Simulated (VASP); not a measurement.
Runs of VASP 6.6.1 on NaCl. The structure is that of space group Pm-3m (No. 221), or close to it. The cells are those of the table. 

| cell | gap on the mesh (eV) | pressure (GPa) |
| --- | --- | --- |
| a = 3.415, b = 3.415, c = 3.502 Å, 2 atoms | 4.09 | (a) |
| a = 3.677, b = 3.677, c = 3.502 Å, 2 atoms | 3.47 | -1.9 |
| a = 3.590, b = 3.590, c = 3.677 Å, 2 atoms | 3.63 | -2.0 |
| a = 3.502, b = 3.502, c = 3.677 Å, 2 atoms | 3.69 | -1.0 |
| a = 3.590, b = 3.590, c = 3.502 Å, 2 atoms | (b) | -1.1 |

Alike in all rows: task single point; level PBE; potentials or basis VASP PAW PBE potentials, release 64 (Na_pv, Cl); no spin polarisation; k mesh 6 × 6 × 6; cutoff (eV) 520; smearing gaussian 0.05 eV.

Q: Fill in the values left out.

A: (a) 1.6; (b) 3.72.

A k mesh can miss the band edges.
